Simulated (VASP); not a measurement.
# GaAsSe3 (Pm-3m) in VASP: notebook

Runs on GaAsSe3. Level: PBE. Tasks: single point, relaxation of cell and atoms.

Everything below comes from runs of VASP 6.6.1. Logs are shortened: lines on timing, memory, paths and dates and some standing lists are left out, and cuts for length are marked.

## (1) The cell of the first run

It takes space group Pm-3m (No. 221, cubic). Conventional cell: a = 5.106 Å, b = 5.106 Å, c = 5.106 Å, α = 90.00°, β = 90.00°, γ = 90.00°. Within 4.7 Å of Ga (site symmetry m-3m) lie 12 Se at 3.61 Å and 8 As at 4.42 Å. Within 3.4 Å of As (site symmetry m-3m) lie 6 Se at 2.55 Å. Within 3.4 Å of Se (site symmetry 4/mmm) lie 2 As at 2.55 Å.

## (2) Single point, PBE

INCAR

```
SYSTEM = GaAsSe3
PREC = Accurate
ENCUT = 520
EDIFF = 1E-7
ISMEAR = 0
SIGMA = 0.1
LREAL = .FALSE.
LASPH = .TRUE.
NELM = 80
ALGO = Normal
ISIF = 2
LWAVE = .FALSE.
LCHARG = .FALSE.
GGA = PE
NBANDS = 26
```

KPOINTS

```
regular mesh
0
G
  8 8 8
  0 0 0
```

POSCAR

```
GaAsSe3
1.0
    5.1060718353      0.0000000000      0.0000000000
    0.0000000000      5.1060718353      0.0000000000
    0.0000000000      0.0000000000      5.1060718353
Ga As Se
1 1 3
Direct
    0.0000000000      0.0000000000      0.0000000000
    0.5000000000      0.5000000000      0.5000000000
    0.0000000000      0.5000000000      0.5000000000
    0.5000000000      0.5000000000      0.0000000000
    0.5000000000      0.0000000000      0.5000000000
```

Potentials or basis: VASP PAW PBE potentials, release 64 (Ga_d, As, Se).

Run with:

```console
> cat potpaw_PBE.64/Ga_d/POTCAR potpaw_PBE.64/As/POTCAR potpaw_PBE.64/Se/POTCAR > POTCAR
> mpirun -np 1 vasp_std > vasp.out
```

OUTCAR:

```text
SYSTEM = GaAsSe3
   PREC = Accurate
   ENCUT = 520
   EDIFF = 1E-7
   ISMEAR = 0
   LREAL = .FALSE.
   LASPH = .TRUE.
   NELM = 80
   ISIF = 2
   GGA = PE

 ion  position               nearest neighbor table
   1  0.000  0.000  0.000-
   2  0.500  0.500  0.500-   3 2.55   4 2.55   5 2.55   4 2.55   5 2.55   3 2.55
   3  0.000  0.500  0.500-   2 2.55   2 2.55
   4  0.500  0.500  0.000-   2 2.55   2 2.55
   5  0.500  0.000  0.500-   2 2.55   2 2.55

  LATTYP: Found a simple cubic cell.
 ALAT       =     5.1060718353

  Lattice vectors:

 A1 = (   5.1060718353,   0.0000000000,   0.0000000000)
 A2 = (   0.0000000000,   5.1060718353,   0.0000000000)
 A3 = (   0.0000000000,   0.0000000000,   5.1060718353)

Analysis of symmetry for initial positions (statically):
=====================================================================
 Subroutine PRICEL returns:
 Original cell was already a primitive cell.

 Routine SETGRP: Setting up the symmetry group for a
 simple cubic supercell.

 Subroutine GETGRP returns: Found 48 space group operations
 (whereof 48 operations were pure point group operations)
 out of a pool of 48 trial point group operations.

The static configuration has the point symmetry O_h .

Analysis of symmetry for dynamics (positions and initial velocities):
=====================================================================
 Subroutine PRICEL returns:
 Original cell was already a primitive cell.

 Routine SETGRP: Setting up the symmetry group for a
 simple cubic supercell.

 Subroutine GETGRP returns: Found 48 space group operations
 (whereof 48 operations were pure point group operations)
 out of a pool of 48 trial point group operations.

The dynamic configuration has the point symmetry O_h .

 Subroutine INISYM returns: Found 48 space group operations
 (whereof 48 operations are pure point group operations),
 and found     1 'primitive' translations

----------------------------------------------------------------------------------------

                                     Primitive cell

  volume of cell :     133.1253

  direct lattice vectors                    reciprocal lattice vectors
     5.106071835  0.000000000  0.000000000     0.195845267  0.000000000  0.000000000
     0.000000000  5.106071835  0.000000000     0.000000000  0.195845267  0.000000000
     0.000000000  0.000000000  5.106071835     0.000000000  0.000000000  0.195845267

  length of vectors
     5.106071835  5.106071835  5.106071835     0.195845267  0.195845267  0.195845267

  position of ions in fractional coordinates (direct lattice)
     0.000000000  0.000000000  0.000000000
     0.500000000  0.500000000  0.500000000
     0.000000000  0.500000000  0.500000000
     0.500000000  0.500000000  0.000000000
     0.500000000  0.000000000  0.500000000

  ion indices of the primitive-cell ions
   primitive index   ion index
                 1           1
                 2           2
                 3           3
                 4           4
                 5           5

----------------------------------------------------------------------------------------

 KPOINTS: regular mesh

Automatic generation of k-mesh.
 Grid dimensions read from file:
 generate k-points for:    8    8    8

 Generating k-lattice:

  Cartesian coordinates                     Fractional coordinates (reciprocal lattice)
     0.024480658  0.000000000  0.000000000     0.125000000  0.000000000  0.000000000
     0.000000000  0.024480658  0.000000000     0.000000000  0.125000000  0.000000000
     0.000000000  0.000000000  0.024480658     0.000000000  0.000000000  0.125000000

  Length of vectors
     0.024480658  0.024480658  0.024480658

  Shift w.r.t. Gamma in fractional coordinates (k-lattice)
     0.000000000  0.000000000  0.000000000

 Subroutine IBZKPT returns following result:
 ===========================================

 Found     35 irreducible k-points:

 Following reciprocal coordinates:
            Coordinates               Weight
  0.000000  0.000000  0.000000      1.000000
  0.125000  0.000000  0.000000      6.000000
  0.250000  0.000000  0.000000      6.000000
  0.375000  0.000000  0.000000      6.000000
  0.500000  0.000000  0.000000      3.000000
  0.125000  0.125000  0.000000     12.000000
[... 16 lines left out ...]
  0.375000  0.375000  0.125000     24.000000
  0.500000  0.375000  0.125000     24.000000
 [... further k-points ...]
   k-points           NKPTS =     35   k-points in BZ     NKDIM =     35   number of bands    NBANDS=     26
   number of dos      NEDOS =    301   number of ions     NIONS =      5
   total plane-waves  NPLWV =  64000
   dimension x,y,z NGX =    40 NGY =   40 NGZ =   40
   dimension x,y,z NGXF=    80 NGYF=   80 NGZF=   80
   ions per type =               1   1   3
   NGX,Y,Z   is equivalent  to a cutoff of  13.02, 13.02, 13.02 a.u.
   NGXF,Y,Z  is equivalent  to a cutoff of  26.05, 26.05, 26.05 a.u.
 SYSTEM =  GaAsSe3
[... 66 lines left out ...]
  band No.  band energies     occupation
      1     -12.2320      2.00000
      2     -11.9333      2.00000
      3     -11.9333      2.00000
      4     -11.9310      2.00000
      5     -11.9310      2.00000
      6     -11.9310      2.00000
[... 18 lines left out ...]
     25       7.7568      0.00000
     26       8.2205      0.00000

 k-point     2 :       0.1250    0.0000    0.0000
  band No.  band energies     occupation
      1     -12.1790      2.00000
      2     -11.9331      2.00000
      3     -11.9331      2.00000
      4     -11.9312      2.00000
      5     -11.9312      2.00000
      6     -11.9310      2.00000
[... 18 lines left out ...]
     25       8.1678      0.00000
     26       8.4953      0.00000

 k-point     3 :       0.2500    0.0000    0.0000
  band No.  band energies     occupation
      1     -12.0340      2.00000
      2     -11.9327      2.00000
      3     -11.9325      2.00000
      4     -11.9314      2.00000
      5     -11.9314      2.00000
      6     -11.9310      2.00000
[... 18 lines left out ...]
     25       9.0784      0.00000
     26       9.0848      0.00000

 k-point     4 :       0.3750    0.0000    0.0000
  band No.  band energies     occupation
      1     -11.9322      2.00000
      2     -11.9321      2.00000
      3     -11.9317      2.00000
      4     -11.9317      2.00000
      5     -11.9310      2.00000
      6     -11.8525      2.00000
[... 18 lines left out ...]
     25       9.4870      0.00000
     26       9.4874      0.00000

 k-point     5 :       0.5000    0.0000    0.0000
  band No.  band energies     occupation
      1     -11.9320      2.00000
      2     -11.9318      2.00000
      3     -11.9318      2.00000
      4     -11.9318      2.00000
      5     -11.9310      2.00000
      6     -11.7595      2.00000
[... 18 lines left out ...]
     25       9.5014      0.00000
     26       9.5015      0.00000

 k-point     6 :       0.1250    0.1250    0.0000
  band No.  band energies     occupation
      1     -12.1255      2.00000
      2     -11.9330      2.00000
      3     -11.9329      2.00000
      4     -11.9312      2.00000
      5     -11.9311      2.00000
      6     -11.9310      2.00000
[... 427 lines left out ...]
 k-point    21 :       0.3750    0.2500    0.1250
  band No.  band energies     occupation
      1     -11.9376      2.00000
      2     -11.9324      2.00000
      3     -11.9319      2.00000
      4     -11.9314      2.00000
      5     -11.9308      2.00000
      6     -11.5552      2.00000
[... 18 lines left out ...]
     25       8.4665      0.00000
     26       9.6156      0.00000

 k-point    22 :       0.5000    0.2500    0.1250
  band No.  band energies     occupation
      1     -11.9376      2.00000
      2     -11.9325      2.00000
      3     -11.9319      2.00000
      4     -11.9314      2.00000
      5     -11.9306      2.00000
      6     -11.4466      2.00000
[... 18 lines left out ...]
     25       8.4601      0.00000
     26       9.8720      0.00000

 k-point    23 :       0.3750    0.3750    0.1250
  band No.  band energies     occupation
      1     -11.9388      2.00000
      2     -11.9323      2.00000
      3     -11.9322      2.00000
      4     -11.9312      2.00000
      5     -11.9303      2.00000
      6     -11.3257      2.00000
[... 18 lines left out ...]
     25       8.4589      0.00000
     26      10.1075      0.00000

 k-point    24 :       0.5000    0.3750    0.1250
  band No.  band energies     occupation
      1     -11.9392      2.00000
      2     -11.9324      2.00000
      3     -11.9322      2.00000
      4     -11.9311      2.00000
      5     -11.9300      2.00000
      6     -11.1956      2.00000
[... 18 lines left out ...]
     25       8.4598      0.00000
     26      10.7925      0.00000

 [... further k-points ...]

------------------------ aborting loop because EDIFF is reached ----------------------------------------

  FORCE on cell =-STRESS in cart. coord.  units (eV):
  Direction    XX          YY          ZZ          XY          YZ          ZX
  --------------------------------------------------------------------------------------
  -------------------------------------------------------------------------------------
  Total        0.0521051      0.0521051      0.0521051     -0.0000000      0.0000000     -0.0000000
  in kB        0.6270905      0.6270905      0.6270905     -0.0000000      0.0000000     -0.0000000
  external PRESSURE =       0.6270905 kB  Pullay stress =       0.0000000 kB

 VOLUME and BASIS-vectors are now :
 -----------------------------------------------------------------------------
  energy-cutoff  :      520.00
  volume of cell :      133.13
      direct lattice vectors                 reciprocal lattice vectors
     5.106071835  0.000000000  0.000000000     0.195845267  0.000000000  0.000000000
     0.000000000  5.106071835  0.000000000     0.000000000  0.195845267  0.000000000
     0.000000000  0.000000000  5.106071835     0.000000000  0.000000000  0.195845267

 POSITION                                       TOTAL-FORCE (eV/Angst)
 -----------------------------------------------------------------------------------
      0.00000      0.00000      0.00000         0.000000      0.000000      0.000000
      2.55304      2.55304      2.55304         0.000000      0.000000      0.000000
      0.00000      2.55304      2.55304         0.000000      0.000000      0.000000
      2.55304      2.55304      0.00000         0.000000      0.000000      0.000000
      2.55304      0.00000      2.55304         0.000000      0.000000      0.000000
 -----------------------------------------------------------------------------------
    total drift:                               -0.000000     -0.000000     -0.000000

  FREE ENERGIE OF THE ION-ELECTRON SYSTEM (eV)
  ---------------------------------------------------
  free  energy   TOTEN  =       -16.5910943333 eV

  energy  without entropy=      -16.5569558514  energy(sigma->0) =      -16.57402509
```

It took 52 s on 1 thread of Intel Xeon 6975P-C (Granite Rapids), shared host; peak memory 0.31 GiB.

Results:

```
Free energy            : -16.5911 eV
Pressure               : 0.1 GPa
Band gap on the k mesh : zero (band 18 reaches 3.05 eV, above the bottom of band 19 at 1.72 eV)
```

Levels at points of the mesh, in eV from the Fermi level:
```tsv
k point	band 15	band 16	band 17	band 18	band 19	band 20	band 21	band 22
(0.00, 0.00, 0.00)	-0.82	-0.82	-0.58	-0.58	-0.58	4.59	4.59	4.59
(0.50, 0.00, 0.00)	-1.24	-1.03	-0.52	-0.52	-0.17	1.90	2.52	3.77
(0.50, 0.50, 0.00)	-1.37	-1.37	-1.04	0.68	0.71	0.71	0.88	2.62
(0.50, 0.50, 0.50)	-1.01	0.30	0.30	0.30	0.71	0.71	0.71	1.90
```

## (3) Relaxation of cell and atoms, PBE

This run uses another cell than the first one, of 24.57 Å³/atom, 0.923 times its volume.

INCAR

```
SYSTEM = GaAsSe3
PREC = Accurate ; ENCUT = 600
EDIFF = 1E-6 ; ISMEAR = 0
SIGMA = 0.1 ; LREAL = .False.
LASPH = .True. ; NELM = 80
ALGO = Normal ; ISIF = 3
LWAVE = .False. ; LCHARG = .False.
GGA = PE ; IBRION = 2
NSW = 90 ; EDIFFG = -0.04
```

KPOINTS

```
regular mesh
0
Gamma
  4 4 4
  0 0 0
```

Changes to POSCAR since step 2:

```diff
@@ -2,5 +2,5 @@
 1.0
-    5.1060718353      0.0000000000      0.0000000000
-    0.0000000000      5.1060718353      0.0000000000
-    0.0000000000      0.0000000000      5.1060718353
+    4.9713916600      0.0000000000      0.0000000000
+    0.0000000000      4.9713916600      0.0000000000
+    0.0000000000      0.0000000000      4.9713916600
 Ga As Se
```

Potentials or basis: VASP PAW PBE potentials, release 64 (Ga_d, As, Se).

Run with:

```console
> cat potpaw_PBE.64/Ga_d/POTCAR potpaw_PBE.64/As/POTCAR potpaw_PBE.64/Se/POTCAR > POTCAR
> mpirun -np 1 vasp_std > vasp.out
```

It took 29 s on 1 thread of Intel Xeon 6975P-C (Granite Rapids), shared host; peak memory 0.26 GiB.

Results (log left out):

```
Free energy                            : -16.3571 eV
Relaxed volume                         : 26.94 Å³/atom
Relaxed cell                           : a = 5.126 Å, b = 5.126 Å, c = 5.126 Å, α = 90.00°, β = 90.00°, γ = 90.00°
Space group after relaxing (to 0.05 Å) : Pm-3m (No. 221)
Energy gained by relaxing              : 29.1 meV/atom
Ionic steps                            : 2
Pressure after relaxing                : 0.1 GPa
Band gap on the k mesh                 : zero (band 18 reaches 2.95 eV, above the bottom of band 19 at 1.70 eV)
```

The path:
| step | energy change (eV) | largest force (eV/Å) | pressure (GPa) | volume (Å³) |
| --- | --- | --- | --- | --- |
| 1 | 0.0000 | 0.0000 | 4.21 | 122.87 |
| 2 | -0.1453 | 0.0000 | 0.09 | 134.70 |

Final structure:
```cif
data_structure
_symmetry_space_group_name_H-M 'P 1'
_symmetry_Int_Tables_number 1
_cell_length_a 5.1261
_cell_length_b 5.1261
_cell_length_c 5.1261
_cell_angle_alpha 90.000
_cell_angle_beta 90.000
_cell_angle_gamma 90.000
_cell_volume 134.70
loop_
_atom_site_label
_atom_site_type_symbol
_atom_site_fract_x
_atom_site_fract_y
_atom_site_fract_z
_atom_site_occupancy
Ga1 Ga 0.00000 0.00000 0.00000 1
As1 As 0.50000 0.50000 0.50000 1
Se1 Se 0.00000 0.50000 0.50000 1
Se2 Se 0.50000 0.50000 0.00000 1
Se3 Se 0.50000 0.00000 0.50000 1
```

Levels at points of the mesh, in eV from the Fermi level:
```
           k point  band 16  band 17  band 18  band 19  band 20  band 21
(0.00, 0.00, 0.00)    -0.76    -0.53    -0.53    -0.53     4.58     4.58
(0.50, 0.00, 0.00)    -0.97    -0.47    -0.47    -0.14     1.88     2.53
(0.50, 0.50, 0.00)    -1.31    -0.97     0.71     0.71     0.71     0.87
(0.50, 0.50, 0.50)     0.29     0.29     0.29     0.74     0.74     0.74
```

## (4) Relaxation of cell and atoms, PBE

This run uses another cell than the first one, of 26.86 Å³/atom, 1.009 times its volume.

INCAR

```
ALGO = Normal ; EDIFF = 1E-6
EDIFFG = -0.01 ; ENCUT = 600
GGA = PE ; IBRION = 2
ISIF = 3 ; ISMEAR = 0
LASPH = T ; LCHARG = F
LREAL = F ; LWAVE = F
NELM = 80 ; NSW = 100
PREC = Accurate ; SIGMA = 0.1
```

KPOINTS

```
k-points
0
Gamma
  8 8 8
```

Changes to POSCAR since step 3:

```diff
@@ -2,5 +2,5 @@
 1.0
-    4.9713916600      0.0000000000      0.0000000000
-    0.0000000000      4.9713916600      0.0000000000
-    0.0000000000      0.0000000000      4.9713916600
+    5.1212403147      0.0000000000      0.0000000000
+    0.0000000000      5.1212403147      0.0000000000
+    0.0000000000      0.0000000000      5.1212403147
 Ga As Se
```

Run with:

```console
> cat potpaw_PBE.64/Ga_d/POTCAR potpaw_PBE.64/As/POTCAR potpaw_PBE.64/Se/POTCAR > POTCAR
> mpirun -np 1 vasp_std > vasp.out
```

It took 83 s on 1 thread of Intel Xeon 6975P-C (Granite Rapids), shared host; peak memory 0.36 GiB.

Results (log left out):

```yaml
Free_energy: -16.5911 eV
Relaxed_volume: 26.67 Å³/atom
Relaxed_cell: a = 5.109 Å, b = 5.109 Å, c = 5.109 Å, α = 90.00°, β = 90.00°, γ = 90.00°
Space_group_after_relaxing_to_0.05_Å: Pm-3m (No. 221)
Energy_gained_by_relaxing: 0.2 meV/atom
Ionic_steps: 2
Pressure_after_relaxing: 0.0 GPa
Band_gap_on_the_k_mesh: zero (band 18 reaches 3.03 eV, above the bottom of band 19 at 1.71 eV)
```

Step by step:
| step | energy change (eV) | largest force (eV/Å) | pressure (GPa) | volume (Å³) |
| --- | --- | --- | --- | --- |
| 1 | 0.0000 | 0.0000 | -0.29 | 134.32 |
| 2 | -0.0009 | 0.0000 | -0.03 | 133.36 |

Final structure:
```
CELL_PARAMETERS angstrom
5.10904 0.00000 0.00000
0.00000 5.10904 0.00000
0.00000 0.00000 5.10904
ATOMIC_POSITIONS crystal
Ga 0.00000 0.00000 0.00000
As 0.50000 0.50000 0.50000
Se 0.00000 0.50000 0.50000
Se 0.50000 0.50000 0.00000
Se 0.50000 0.00000 0.50000
```

Levels at points of the mesh, in eV from the Fermi level:
| k point | band 15 | band 16 | band 17 | band 18 | band 19 | band 20 | band 21 | band 22 |
| --- | --- | --- | --- | --- | --- | --- | --- | --- |
| (0.00, 0.00, 0.00) | -0.81 | -0.81 | -0.58 | -0.58 | -0.58 | 4.59 | 4.59 | 4.59 |
| (0.50, 0.00, 0.00) | -1.24 | -1.03 | -0.52 | -0.52 | -0.17 | 1.90 | 2.52 | 3.77 |
| (0.50, 0.50, 0.00) | -1.37 | -1.37 | -1.04 | 0.68 | 0.71 | 0.71 | 0.87 | 2.62 |
| (0.50, 0.50, 0.50) | -1.01 | 0.29 | 0.29 | 0.29 | 0.70 | 0.70 | 0.70 | 1.89 |

## (5) Summary

| task | cell | k mesh | cutoff (eV) | gap on the mesh (eV) | pressure (GPa) | relaxed volume (Å³/atom) |
| --- | --- | --- | --- | --- | --- | --- |
| single point | a = 5.106 Å, 5 atoms | 8 × 8 × 8 | 520 | none | 0.1 | - |
| relaxation of cell and atoms | relaxed from a = 4.971 Å, 5 atoms | 4 × 4 × 4 | 600 | none | 0.1 | 26.94 |
| relaxation of cell and atoms | relaxed from a = 5.121 Å, 5 atoms | 8 × 8 × 8 | 600 | none | 0.0 | 26.67 |

Alike in all rows: level PBE; potentials or basis VASP PAW PBE potentials, release 64 (Ga_d, As, Se); no spin polarisation; smearing gaussian 0.1 eV.

Total energies depend on the potentials used, so only differences within one code and one set of settings carry meaning.
